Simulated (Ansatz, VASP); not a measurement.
**Na3In in VASP and in Ansatz**

The input INCAR:

```
SYSTEM = Na3In
ALGO = Normal ; EDIFF = 1E-6
ENCUT = 500 ; GGA = CA
GGA_COMPAT = .FALSE. ; ISIF = 2
ISMEAR = 0 ; LASPH = .TRUE.
LCHARG = .TRUE. ; LELF = .TRUE.
LREAL = .FALSE. ; LVHAR = .TRUE.
LWAVE = .FALSE. ; NBANDS = 25
NELM = 120 ; PREC = Accurate
SIGMA = 0.1
```

KPOINTS

```
k-points
0
G
  5 5 5
  0 0 0
```

File POSCAR:

```
Na3In
1.0
    0.0000000000      3.8904590000      3.8904590000
    3.8904590000      0.0000000000      3.8904590000
    3.8904590000      3.8904590000      0.0000000000
Na In
3 1
Direct
    0.2500000000      0.2500000000      0.2500000000
    0.7500000000      0.7500000000      0.7500000000
    0.5000000000      0.5000000000      0.5000000000
    0.0000000000      0.0000000000      0.0000000000
```

Input for Ansatz:

```yaml
crystal:
  lattice:
    bravais: fcc
    a: 7.780918
  space_group: 225
  atoms:
    - { symbol: Na, position: [0.25, 0.75, 0.75] }
    - { symbol: Na, position: [0.5, 0.0, 0.0] }
    - { symbol: In, position: [0.0, 0.0, 0.0] }
  reduce_to_primitive: true
kpoints:
  mp_grid:
    grid: [5, 5, 5]
hamiltonian:
  xc: lda
  pseudopotentials:
    kind: paw
scf:
  occupations:
    method: gaussian
output:
  forces: true
  stress: true
```

Alike in both runs: task single point; functional LDA; k mesh 5 × 5 × 5; no spin polarisation.

|  | VASP | Ansatz |
| --- | --- | --- |
| version | VASP 6.6.1 | Ansatz 0.2.0 |
| potentials or method | VASP PAW LDA potentials, release 64 (Na_pv, In_d) | plane waves, PAW |
| plane-wave cutoff (eV) | 500 | 420 |
| occupations | gaussian, width 0.1 eV | gaussian |
| valence electrons in the cell | 34 | 40 |

```csv
,VASP,Ansatz,Ansatz less VASP
pressure (GPa),-1.4,-1.3,+0.06
```

LDA's correlation is that of Perdew and Zunger in VASP and of Perdew and Wang (1992) in Ansatz. VASP's potentials hold 34 valence electrons a cell and Ansatz's 40, so a difference there can come from the potentials and not from the codes.
